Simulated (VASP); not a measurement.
# ReAg2Cl6 in VASP: single point with PBE

Aim: the single point of ReAg2Cl6 with PBE.

Everything below comes from runs of VASP 6.6.1. Logs are shortened: lines on timing, memory, paths and dates and some standing lists are left out, and cuts for length are marked.

### Step 1. The cell of the first run

The cell holds a disordered packing, 9 atoms: a = 6.375 Å, b = 5.293 Å, c = 6.619 Å, α = 95.09°, β = 89.23°, γ = 89.26°.

### Step 2. Single point, PBE

INCAR reads:

```
  ALGO = Normal
  EDIFF = 1E-7
  ENCUT = 520
  GGA = PE
  ISIF = 2
  ISMEAR = -1
  LASPH = T
  LCHARG = F
  LREAL = F
  LWAVE = F
  NBANDS = 46
  NELM = 100
  PREC = Accurate
  SIGMA = 0.1
```

KPOINTS reads:

```
Automatic mesh
0
Gamma
  3 4 3
  0 0.5 0
```

POSCAR reads:

```
ReAg2Cl6
1.0
    6.2886470000      0.7863160000     -0.6870520000
   -0.6195240000      5.2474230000     -0.3023630000
    0.8227280000     -0.1173450000      6.5664860000
Re Ag Cl
1 2 6
Direct
    0.4846060000      0.7809850000      0.7887590000
    0.0277290000      0.5225720000      0.9216640000
    0.5460540000      0.3176060000      0.0954690000
    0.5990070000      0.8426880000      0.3032490000
    0.8457630000      0.4750660000      0.4321490000
    0.2512650000      0.5956080000      0.4024190000
    0.4993400000      0.2525440000      0.5623020000
    0.1797890000      0.0819200000      0.3246010000
    0.9061620000      0.0276080000      0.6933660000
```

Potentials or basis: VASP PAW PBE potentials, release 64 (Re, Ag, Cl).

Run with:

```sh
$ cat potpaw_PBE.64/Re/POTCAR potpaw_PBE.64/Ag/POTCAR potpaw_PBE.64/Cl/POTCAR > POTCAR
$ mpirun -np 1 vasp_std > vasp.out
```

OUTCAR:

```text
EDIFF = 1E-7
   ENCUT = 520
   GGA = PE
   ISIF = 2
   ISMEAR = -1
   LASPH = T
   LREAL = F
   NELM = 100
   PREC = Accurate

 ion  position               nearest neighbor table
   1  0.485  0.781  0.789-   7 3.03   7 3.05   3 3.34   3 3.37   2 3.37
   2  0.028  0.523  0.922-   9 3.02   1 3.37   3 3.48
   3  0.546  0.318  0.095-   4 2.99   4 3.01   6 3.02   5 3.02   8 3.10   1 3.34   1 3.37   2 3.48

   4  0.599  0.843  0.303-   3 2.99   3 3.01
   5  0.846  0.475  0.432-   3 3.02
   6  0.251  0.596  0.402-   3 3.02
   7  0.499  0.253  0.562-   1 3.03   1 3.05
   8  0.180  0.082  0.325-   3 3.10
   9  0.906  0.028  0.693-   2 3.02

  LATTYP: Found a triclinic cell.
 ALAT       =     8.2323925962
 B/A-ratio  =     0.7743493897
 C/A-ratio  =     1.0730942806
 COS(alpha) =     0.0023466834
 COS(beta)  =     0.4297463555
 COS(gamma) =     0.7660050913

  Lattice vectors:

 A1 = (   6.9081710000,  -4.4611070000,  -0.3846890000)
 A2 = (   6.2886470000,   0.7863160000,  -0.6870520000)
 A3 = (   1.4422520000,  -5.3647680000,   6.8688490000)

Analysis of symmetry for initial positions (statically):
=====================================================================
 Subroutine PRICEL returns:
 Original cell was already a primitive cell.

 Routine SETGRP: Setting up the symmetry group for a
 triclinic supercell.

 Subroutine GETGRP returns: Found  1 space group operations
 (whereof  1 operations were pure point group operations)
 out of a pool of  2 trial point group operations.

The static configuration has the point symmetry C_1 .

Analysis of symmetry for dynamics (positions and initial velocities):
=====================================================================
 Subroutine PRICEL returns:
 Original cell was already a primitive cell.

 Routine SETGRP: Setting up the symmetry group for a
 triclinic supercell.

 Subroutine GETGRP returns: Found  1 space group operations
 (whereof  1 operations were pure point group operations)
 out of a pool of  2 trial point group operations.

The dynamic configuration has the point symmetry C_1 .

 Subroutine INISYM returns: Found  1 space group operations
 (whereof  1 operations are pure point group operations),
 and found     1 'primitive' translations

----------------------------------------------------------------------------------------

                                     Primitive cell

  volume of cell :     222.3850

  direct lattice vectors                    reciprocal lattice vectors
     6.288647000  0.786316000 -0.687052000     0.154784043  0.017174419 -0.019086287
    -0.619524000  5.247423000 -0.302363000    -0.022855458  0.188230187  0.006227333
     0.822728000 -0.117345000  6.566486000     0.015142656  0.010464282  0.150578200

  length of vectors
     6.374748183  5.292511834  6.618866187     0.156899162  0.189714930  0.151699030

  position of ions in fractional coordinates (direct lattice)
     0.484606000  0.780985000  0.788759000
     0.027729000  0.522572000  0.921664000
     0.546054000  0.317606000  0.095469000
     0.599007000  0.842688000  0.303249000
     0.845763000  0.475066000  0.432149000
     0.251265000  0.595608000  0.402419000
     0.499340000  0.252544000  0.562302000
     0.179789000  0.081920000  0.324601000
     0.906162000  0.027608000  0.693366000

  ion indices of the primitive-cell ions
   primitive index   ion index
                 1           1
                 2           2
                 3           3
                 4           4
                 5           5
                 6           6
                 7           7
                 8           8
                 9           9

----------------------------------------------------------------------------------------

 KPOINTS: Automatic mesh

Automatic generation of k-mesh.
 Grid dimensions read from file:
 generate k-points for:    3    4    3

 Generating k-lattice:

  Cartesian coordinates                     Fractional coordinates (reciprocal lattice)
     0.051594681  0.005724806 -0.006362096     0.333333333 -0.000000000  0.000000000
    -0.005713864  0.047057547  0.001556833    -0.000000000  0.250000000  0.000000000
     0.005047552  0.003488094  0.050192733     0.000000000  0.000000000  0.333333333

  Length of vectors
     0.052299721  0.047428733  0.050566343

  Shift w.r.t. Gamma in fractional coordinates (k-lattice)
     0.000000000  0.500000000  0.000000000

 Subroutine IBZKPT returns following result:
 ===========================================

 Found     18 irreducible k-points:

 Following reciprocal coordinates:
            Coordinates               Weight
 -0.000000  0.125000  0.000000      2.000000
  0.333333  0.125000  0.000000      2.000000
 -0.333333  0.125000  0.000000      2.000000
 -0.000000  0.375000  0.000000      2.000000
  0.333333  0.375000  0.000000      2.000000
 -0.333333  0.375000  0.000000      2.000000
[... 10 lines left out ...]
  0.333333 -0.125000  0.333333      2.000000
 -0.333333 -0.125000  0.333333      2.000000
   k-points           NKPTS =     18   k-points in BZ     NKDIM =     18   number of bands    NBANDS=     46
   number of dos      NEDOS =    301   number of ions     NIONS =      9
   total plane-waves  NPLWV =  96000
   dimension x,y,z NGX =    48 NGY =   40 NGZ =   50
   dimension x,y,z NGXF=    96 NGYF=   80 NGZF=  100
   ions per type =               1   2   6
   NGX,Y,Z   is equivalent  to a cutoff of  12.52, 12.56, 12.56 a.u.
   NGXF,Y,Z  is equivalent  to a cutoff of  25.04, 25.13, 25.12 a.u.
 SYSTEM =  unknown system
   PREC   = accura    normal or accurate (medium, high low for compatibility)
   ISTART =      0    job   : 0-new  1-cont  2-samecut
   ICHARG =      2    charge: 1-file 2-atom 10-const
   ISPIN  =      1    spin polarized calculation?
   LNONCOLLINEAR =      F non collinear calculations
   LSORBIT =      F    spin-orbit coupling
   LASPH  =      T    aspherical Exc in radial PAW
   ENCUT  =  520.0 eV  38.22 Ry    6.18 a.u.  11.85  9.84 12.31*2*pi/ulx,y,z
   NELM   =    100;   NELMIN=  2; NELMDL= -5     # of ELM steps
   EDIFF  = 0.1E-06   stopping-criterion for ELM
   LREAL  =      F    real-space projection
   EDIFFG = 0.1E-05   stopping-criterion for IOM
   NSW    =      0    number of steps for IOM
   IBRION =     -1    ionic relax: 0-MD 1-quasi-New 2-CG
   NFREE  =      0    steps in history (QN), initial steepest desc. (CG)
   ISIF   =      2    stress and relaxation
   ISYM   =      2    0-nonsym 1-usesym 2-fastsym
   POTIM  = 0.5000    time-step for ionic-motion
   TEBEG  =    0.0;   TEEND  =   0.0 temperature during run
   PSTRESS=    0.0 pullay stress
   NELECT =      71.0000    total number of electrons
   NUPDOWN=      -1.0000    fix difference up-down
   EMIN   =  10.00;   EMAX   =-10.00  energy-range for DOS
   EFERMI =   0.00;   METHOD = LEGACY
   ISMEAR =    -1;   SIGMA  =   0.10  broadening in eV -4-tet -1-fermi 0-gaus
   EFERMI_NEDOS =   21; number of points for ismear=-14 and -15
   IALGO  =     38    algorithm
   IMIX   =      4    mixing-type and parameters
     AMIX     =   0.40;   BMIX     =  1.00
     AMIX_MAG =   1.60;   BMIX_MAG =  1.00
  volume/ion in A,a.u.               =      24.71       166.75
  Fermi-wavevector in a.u.,A,eV,Ry     =   1.118903  2.114420 17.033732  1.251944
  Thomas-Fermi vector in A             =   2.255538
   LORBIT       =      0    0 simple, 1 ext, 2 COOP (PROOUT), +10 PAW based schemes
   GGA     = PE    functional components
   LHFCALC =     F    Hartree Fock is set to
   AEXX    =    0.0000 exact exchange contribution
   IVDW    =     0    specifies the selected vdW correction
   LEPSILON=     F    determine dielectric tensor
   LRPA    =     F    only Hartree local field effects (RPA)
 non-spin polarized calculation
  energy-cutoff  :      520.00
  volume of cell :      222.38
 maximum number of plane-waves:      6003
   NGX = 23   NGY = 19   NGZ = 25

 number of electron      71.0000002 magnetization

 Free energy of the ion-electron system (eV)
  ---------------------------------------------------
  ext. energy  EPLUGINS =         0.00000000
  ---------------------------------------------------
  free energy    TOTEN  =       -18.39867195 eV

  energy without entropy =      -17.87408113  energy(sigma->0) =      -18.13637654

 E-fermi :   2.3100     XC(G=0):  -9.2085

 val. band max:        2.3087891320   @ k =  -0.3333  -0.3750   0.3333
 cond. band min:       2.3117981760   @ k =  -0.0000   0.1250   0.0000
 fundamental gap:      0.0030090440
 Fermi energy:         2.3099930717

 k-point     1 :      -0.0000    0.1250    0.0000
  band No.  band energies     occupation
      1     -13.9906      2.00000
      2     -12.5613      2.00000
      3     -12.1931      2.00000
      4     -11.8834      2.00000
      5     -11.6418      2.00000
      6     -11.3672      2.00000
[... 38 lines left out ...]
     45       8.5772      0.00000
     46       8.8228      0.00000

 k-point     2 :       0.3333    0.1250    0.0000
  band No.  band energies     occupation
      1     -13.8515      2.00000
      2     -12.9207      2.00000
      3     -12.2631      2.00000
      4     -11.7497      2.00000
      5     -11.4882      2.00000
      6     -11.3468      2.00000
[... 38 lines left out ...]
     45       8.4094      0.00000
     46       8.8535      0.00000

 k-point     3 :      -0.3333    0.1250    0.0000
  band No.  band energies     occupation
      1     -13.8465      2.00000
      2     -12.9284      2.00000
      3     -12.2822      2.00000
      4     -11.7201      2.00000
      5     -11.5037      2.00000
      6     -11.3358      2.00000
[... 724 lines left out ...]
     45       7.9305      0.00000
     46       8.5818      0.00000

 k-point    18 :      -0.3333   -0.1250    0.3333
  band No.  band energies     occupation
      1     -13.8463      2.00000
      2     -12.9175      2.00000
      3     -12.2643      2.00000
      4     -11.7509      2.00000
      5     -11.4869      2.00000
      6     -11.3534      2.00000
[... 38 lines left out ...]
     45       8.0062      0.00000
     46       8.7074      0.00000

------------------------ aborting loop because EDIFF is reached ----------------------------------------

  FORCE on cell =-STRESS in cart. coord.  units (eV):
  Direction    XX          YY          ZZ          XY          YZ          ZX
  --------------------------------------------------------------------------------------
  -------------------------------------------------------------------------------------
  Total        3.5227065     -5.7734810     -7.5646595     -2.0881951     -0.4407867     -1.3627649
  in kB       25.3794122    -41.5951636    -54.4997469    -15.0444446     -3.1756568     -9.8180680
  external PRESSURE =     -23.5718328 kB  Pullay stress =       0.0000000 kB

 VOLUME and BASIS-vectors are now :
 -----------------------------------------------------------------------------
  energy-cutoff  :      520.00
  volume of cell :      222.38
      direct lattice vectors                 reciprocal lattice vectors
     6.288647000  0.786316000 -0.687052000     0.154784043  0.017174419 -0.019086287
    -0.619524000  5.247423000 -0.302363000    -0.022855458  0.188230187  0.006227333
     0.822728000 -0.117345000  6.566486000     0.015142656  0.010464282  0.150578200

 POSITION                                       TOTAL-FORCE (eV/Angst)
 -----------------------------------------------------------------------------------
      3.21261      4.38666      4.61028         0.430373      0.010906     -1.567308
      0.60891      2.65581      5.87504         0.102972      0.074458     -0.372409
      3.31572      2.08478      0.15570        -0.150335     -0.047032     -0.336775
      3.49437      4.85736      1.32493         0.522583      0.364983     -1.955780
      5.37993      3.10720      2.11297         0.356680     -0.141015     -0.373514
      1.54220      3.27576      2.28976        -0.516089      0.415308      0.838867
      3.44634      1.65186      3.27292         0.218383      0.357378      3.028240
      1.34694      0.53315      1.98319        -0.899380     -0.343155     -1.040102
      6.25188      0.77604      3.92205        -0.065187     -0.691831      1.778781
 -----------------------------------------------------------------------------------
    total drift:                                0.000204      0.000485      0.000415

  FREE ENERGIE OF THE ION-ELECTRON SYSTEM (eV)
  ---------------------------------------------------
  free  energy   TOTEN  =       -18.3986719469 eV

  energy  without entropy=      -17.8740811279  energy(sigma->0) =      -18.13637654
```

Run time: 6.8 min. Hardware: 1 thread of Intel Xeon 8259CL, shared host; peak memory 0.39 GiB.

Results:

```yaml
Free_energy: -18.3987 eV
Pressure: -2.4 GPa
Largest_force: 3.057 eV/Å
Band_gap_on_the_k_mesh: zero (an odd number of electrons rules out a gap without spin polarisation)
```

Forces in eV/Å, atoms in the order of the input:
```
Re   0.430  0.011 -1.567
Ag   0.103  0.074 -0.372
Ag  -0.150 -0.047 -0.337
Cl   0.523  0.365 -1.956
Cl   0.357 -0.141 -0.374
Cl  -0.516  0.415  0.839
Cl   0.218  0.357  3.028
Cl  -0.899 -0.343 -1.040
Cl  -0.065 -0.692  1.779
```

Caveat: spin-orbit coupling is left out, which moves the levels of the heavy elements; an odd number of electrons without spin polarisation forces a metal; a magnetic or distorted state may lie lower.
